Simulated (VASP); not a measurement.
Runs of VASP 6.6.1 on AlAu. The structure is that of space group Pm-3m (No. 221), or close to it. The cells are those of the table. 

```tsv
task	level	potentials or basis	cell	cutoff (eV)	gap on the mesh (eV)	pressure (GPa)	relaxed volume (Å³/atom)
single point	PBEsol	VASP PAW PBE potentials, release 64 (Al, Au)	a = 3.178 Å, 2 atoms	520	none	-0.2	-
single point	LDA	VASP PAW LDA potentials, release 64 (Al, Au)	a = 3.153 Å, 2 atoms	520	none	0.3	-
relaxation of cell and atoms	PBEsol	VASP PAW PBE potentials, release 64 (Al, Au)	relaxed from a = 3.224 Å, 2 atoms	600	none	0.0	16.04
relaxation of cell and atoms	LDA	VASP PAW LDA potentials, release 64 (Al, Au)	relaxed from a = 3.224 Å, 2 atoms	600	none	-0.1	(a)
```

Alike in all rows: no spin polarisation; k mesh 6 × 6 × 6; smearing gaussian 0.15 eV.

Fill in the values left out.

(a) 15.73.

Caveats: spin-orbit coupling is left out, which moves the levels of the heavy elements; the PAW data sets were made with another functional, which shifts forces and pressure a little (some runs).

A k mesh can miss the band edges, and the runs leave out spin-orbit coupling on Au.

A gap of «none» marks levels without a gap at the run's occupations.
